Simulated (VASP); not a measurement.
# Br (R-3m) in VASP: relaxation of cell and atoms with PBE

Aim: the relaxation of cell and atoms of Br with PBE.

Everything below comes from runs of VASP 6.6.1. Logs are shortened: lines on timing, memory, paths and dates and some standing lists are left out, and cuts for length are marked.

**1. The cell of the first run**

It takes space group R-3m (No. 166, trigonal). The conventional cell has a = 4.353 Å, b = 4.353 Å, c = 5.452 Å, α = 90.00°, β = 90.00°, γ = 120.00°. Within 4.1 Å of Br (site symmetry -3m) lie 6 Br at 3.10 Å.

**2. Relaxation of cell and atoms, PBE**

The input, INCAR:

```
SYSTEM = Br
PREC = Accurate
ENCUT = 600
EDIFF = 1E-7
ISMEAR = 0
SIGMA = 0.1
LREAL = .False.
LASPH = .True.
NELM = 80
ALGO = Normal
ISIF = 3
LWAVE = .False.
LCHARG = .False.
GGA = PE
IBRION = 2
NSW = 100
EDIFFG = -0.01
```

The input, KPOINTS:

```
Automatic mesh
0
Gamma
  18 18 18
  0 0 0
```

The input, POSCAR:

```
Br
1.0
    2.1766604155      1.2566954768      1.8172509940
   -2.1766604155      1.2566954768      1.8172509940
    0.0000000000     -2.5133909537      1.8172509940
Br
1
Direct
    0.5000000000      0.5000000000      0.5000000000
```

Potentials or basis: VASP PAW PBE potentials, release 64 (Br).

The run is started by

```sh
$ cat potpaw_PBE.64/Br/POTCAR > POTCAR
$ mpirun -np 1 vasp_std > vasp.out
```

OUTCAR:

```text
SYSTEM = Br
   PREC = Accurate
   ENCUT = 600
   EDIFF = 1E-7
   ISMEAR = 0
   LREAL = .False.
   LASPH = .True.
   NELM = 80
   ISIF = 3
   GGA = PE
   IBRION = 2
   NSW = 100
   EDIFFG = -0.01

 ion  position               nearest neighbor table
   1  0.500  0.500  0.500-

  LATTYP: Found a trigonal (rhomboedric) cell.
 ALAT       =     3.1015375640
 COS(alpha) =     0.0149522953

  Lattice vectors:

 A1 = (   2.1766604155,   1.2566954768,   1.8172509940)
 A2 = (  -2.1766604155,   1.2566954768,   1.8172509940)
 A3 = (   0.0000000000,  -2.5133909537,   1.8172509940)

Analysis of symmetry for initial positions (statically):
=====================================================================
 Subroutine PRICEL returns:
 Original cell was already a primitive cell.

 Routine SETGRP: Setting up the symmetry group for a
 trigonal (rhombohedral) supercell.

 Subroutine GETGRP returns: Found 12 space group operations
 (whereof 12 operations were pure point group operations)
 out of a pool of 12 trial point group operations.

The static configuration has the point symmetry D_3d.

Analysis of symmetry for dynamics (positions and initial velocities):
=====================================================================
 Subroutine PRICEL returns:
 Original cell was already a primitive cell.

 Routine SETGRP: Setting up the symmetry group for a
 trigonal (rhombohedral) supercell.

 Subroutine GETGRP returns: Found 12 space group operations
 (whereof 12 operations were pure point group operations)
 out of a pool of 12 trial point group operations.

The dynamic configuration has the point symmetry D_3d.

 Subroutine INISYM returns: Found 12 space group operations
 (whereof 12 operations are pure point group operations),
 and found     1 'primitive' translations

----------------------------------------------------------------------------------------

                                     Primitive cell

  volume of cell :      29.8254

  direct lattice vectors                    reciprocal lattice vectors
     2.176660415  1.256695477  1.817250994     0.229709695  0.132622954  0.183427240
    -2.176660415  1.256695477  1.817250994    -0.229709695  0.132622954  0.183427240
     0.000000000 -2.513390954  1.817250994     0.000000000 -0.265245908  0.183427240

  length of vectors
     3.101537564  3.101537564  3.101537564     0.322491774  0.322491774  0.322491774

  position of ions in fractional coordinates (direct lattice)
     0.500000000  0.500000000  0.500000000

  ion indices of the primitive-cell ions
   primitive index   ion index
                 1           1

----------------------------------------------------------------------------------------

 KPOINTS: Automatic mesh

Automatic generation of k-mesh.
 Grid dimensions read from file:
 generate k-points for:   18   18   18

 Generating k-lattice:

  Cartesian coordinates                     Fractional coordinates (reciprocal lattice)
     0.012761650  0.007367942  0.010190402     0.055555556 -0.000000000  0.000000000
    -0.012761650  0.007367942  0.010190402    -0.000000000  0.055555556  0.000000000
     0.000000000 -0.014735884  0.010190402     0.000000000  0.000000000  0.055555556

  Length of vectors
     0.017916210  0.017916210  0.017916210

  Shift w.r.t. Gamma in fractional coordinates (k-lattice)
     0.000000000  0.000000000  0.000000000

 Subroutine IBZKPT returns following result:
 ===========================================

 Found    580 irreducible k-points:

 Following reciprocal coordinates:
            Coordinates               Weight
  0.000000  0.000000  0.000000      1.000000
  0.055556 -0.000000  0.000000      6.000000
  0.111111 -0.000000  0.000000      6.000000
  0.166667 -0.000000  0.000000      6.000000
  0.222222  0.000000  0.000000      6.000000
  0.277778 -0.000000  0.000000      6.000000
[... 16 lines left out ...]
 -0.277778  0.055556  0.000000     12.000000
 -0.222222  0.055556  0.000000     12.000000
 [... further k-points ...]
   k-points           NKPTS =    580   k-points in BZ     NKDIM =    580   number of bands    NBANDS=      7
   number of dos      NEDOS =    301   number of ions     NIONS =      1
   total plane-waves  NPLWV =  21952
   dimension x,y,z NGX =    28 NGY =   28 NGZ =   28
   dimension x,y,z NGXF=    56 NGYF=   56 NGZF=   56
   ions per type =               1
   NGX,Y,Z   is equivalent  to a cutoff of  15.01, 15.01, 15.01 a.u.
   NGXF,Y,Z  is equivalent  to a cutoff of  30.02, 30.02, 30.02 a.u.
 SYSTEM =  Br
   PREC   = accura    normal or accurate (medium, high low for compatibility)
   ISTART =      0    job   : 0-new  1-cont  2-samecut
   ICHARG =      2    charge: 1-file 2-atom 10-const
   ISPIN  =      1    spin polarized calculation?
   LNONCOLLINEAR =      F non collinear calculations
   LSORBIT =      F    spin-orbit coupling
   LASPH  =      T    aspherical Exc in radial PAW
   ENCUT  =  600.0 eV  44.10 Ry    6.64 a.u.   6.19  6.19  6.19*2*pi/ulx,y,z
   NELM   =     80;   NELMIN=  2; NELMDL= -5     # of ELM steps
   EDIFF  = 0.1E-06   stopping-criterion for ELM
   LREAL  =      F    real-space projection
   EDIFFG = -.1E-01   stopping-criterion for IOM
   NSW    =    100    number of steps for IOM
   IBRION =      2    ionic relax: 0-MD 1-quasi-New 2-CG
   NFREE  =      1    steps in history (QN), initial steepest desc. (CG)
   ISIF   =      3    stress and relaxation
   ISYM   =      2    0-nonsym 1-usesym 2-fastsym
   POTIM  = 0.5000    time-step for ionic-motion
   TEBEG  =    0.0;   TEEND  =   0.0 temperature during run
   PSTRESS=    0.0 pullay stress
   NELECT =       7.0000    total number of electrons
   NUPDOWN=      -1.0000    fix difference up-down
   EMIN   =  10.00;   EMAX   =-10.00  energy-range for DOS
   EFERMI =   0.00;   METHOD = LEGACY
   ISMEAR =     0;   SIGMA  =   0.10  broadening in eV -4-tet -1-fermi 0-gaus
   EFERMI_NEDOS =   21; number of points for ismear=-14 and -15
   IALGO  =     38    algorithm
   IMIX   =      4    mixing-type and parameters
     AMIX     =   0.40;   BMIX     =  1.00
     AMIX_MAG =   1.60;   BMIX_MAG =  1.00
  volume/ion in A,a.u.               =      29.83       201.27
  Fermi-wavevector in a.u.,A,eV,Ry     =   1.009823  1.908289 13.874436  1.019742
  Thomas-Fermi vector in A             =   2.142775
   LORBIT       =      0    0 simple, 1 ext, 2 COOP (PROOUT), +10 PAW based schemes
   GGA     = PE    functional components
   LHFCALC =     F    Hartree Fock is set to
   AEXX    =    0.0000 exact exchange contribution
   IVDW    =     0    specifies the selected vdW correction
   LEPSILON=     F    determine dielectric tensor
   LRPA    =     F    only Hartree local field effects (RPA)
 conjugate gradient relaxation of ions
 non-spin polarized calculation
 Gauss-broadening in eV      SIGMA  =   0.10
  energy-cutoff  :      600.00
  volume of cell :       29.83
 maximum number of plane-waves:      1010
 NGX is ok and might be reduce to    28
   NGX = 13   NGY = 13   NGZ = 13

--------------------------------------- Ionic step        1  -------------------------------------------

 number of electron       6.9999999 magnetization

 Free energy of the ion-electron system (eV)
  ---------------------------------------------------
  ext. energy  EPLUGINS =         0.00000000
  ---------------------------------------------------
  free energy    TOTEN  =        -1.21000000 eV

  energy without entropy =       -1.20383159  energy(sigma->0) =       -1.20691580

------------------------ aborting loop because EDIFF is reached ----------------------------------------

  FORCE on cell =-STRESS in cart. coord.  units (eV):
  Direction    XX          YY          ZZ          XY          YZ          ZX
  --------------------------------------------------------------------------------------
  -------------------------------------------------------------------------------------
  Total       -0.0042510     -0.0042510     -0.0378370      0.0000000      0.0000000      0.0000000
  in kB       -0.2283563     -0.2283563     -2.0325443      0.0000000      0.0000000      0.0000000
  external PRESSURE =      -0.8297523 kB  Pullay stress =       0.0000000 kB
[... 125 lines left out ...]
  energy  without entropy=       -1.2040155222  energy(sigma->0) =       -1.20707182

--------------------------------------- Ionic step        5  -------------------------------------------

 number of electron       6.9999999 magnetization

 Free energy of the ion-electron system (eV)
  ---------------------------------------------------
  ext. energy  EPLUGINS =         0.00000000
  ---------------------------------------------------
  free energy    TOTEN  =        -1.21022718 eV

  energy without entropy =       -1.20410283  energy(sigma->0) =       -1.20716500

 E-fermi :   1.0645     XC(G=0):  -8.5667

 val. band max:        1.0493228499   @ k =   0.3333   0.2778   0.1111
 cond. band min:       1.0708691486   @ k =   0.1111   0.1111   0.0000
 fundamental gap:      0.0215462987
 Fermi energy:         1.0645053215

 k-point     1 :       0.0000    0.0000    0.0000
  band No.  band energies     occupation
      1     -14.5320      2.00000
      2       0.9284      1.94568
      3       0.9284      1.94568
      4       0.9560      1.87500
      5       7.5269      0.00000
      6       9.9976      0.00000
      7       9.9976      0.00000
[... 221 lines left out ...]
 k-point    24 :      -0.2222    0.0556    0.0000
  band No.  band energies     occupation
      1     -14.1793      2.00000
      2      -1.4510      2.00000
      3       0.9618      1.85357
      4       1.1989      0.05743
      5       8.9041      0.00000
      6      10.6764      0.00000
      7      12.8145      0.00000

 [... further k-points ...]

------------------------ aborting loop because EDIFF is reached ----------------------------------------

  FORCE on cell =-STRESS in cart. coord.  units (eV):
  Direction    XX          YY          ZZ          XY          YZ          ZX
  --------------------------------------------------------------------------------------
  -------------------------------------------------------------------------------------
  Total        0.0032469      0.0032469     -0.0098521      0.0000000      0.0000000      0.0000000
  in kB        0.1748349      0.1748349     -0.5305078      0.0000000      0.0000000      0.0000000
  external PRESSURE =      -0.0602793 kB  Pullay stress =       0.0000000 kB
[... 16 lines left out ...]
  FREE ENERGIE OF THE ION-ELECTRON SYSTEM (eV)
  ---------------------------------------------------
  free  energy   TOTEN  =        -1.2102271825 eV

  energy  without entropy=       -1.2041028272  energy(sigma->0) =       -1.20716500

 reached required accuracy - stopping structural energy minimisation
```

It took 4.4 min on 1 thread of Intel Xeon Platinum 8259CL at 2.50GHz (Skylake/Cascade Lake), shared host; peak memory 0.28 GiB.

Results:

```
Free energy                           : -1.2102 eV
Relaxed volume                        : 29.75 Å³/atom
Relaxed cell                          : a = 3.099 Å, b = 3.099 Å, c = 3.099 Å, α = 89.65°, β = 89.65°, γ = 89.65°
Space group after relaxing (to 0.1 Å) : Pm-3m (No. 221)
Energy gained by relaxing             : 0.2 meV/atom
Ionic steps                           : 5
Pressure after relaxing               : 0.0 GPa
Band gap on the k mesh                : zero (an odd number of electrons rules out a gap without spin polarisation)
```

Step by step:
```csv
step,energy change (eV),largest force (eV/Å),pressure (GPa),volume (Å³)
1,0.0000,0.0000,-0.08,29.83
2,-0.0001,0.0000,-0.01,29.76
3,-0.0001,0.0000,0.05,29.69
4,-0.0001,0.0000,0.04,29.71
5,-0.0002,0.0000,-0.01,29.75
```

Final structure:
```
Br
1.0
     2.18453    1.26124    1.79986
    -2.18453    1.26124    1.79986
     0.00000   -2.52248    1.79986
Br
1
Direct
  0.50000 0.50000 0.50000
```

Caveat: an odd number of electrons without spin polarisation forces a metal; a magnetic or distorted state may lie lower.
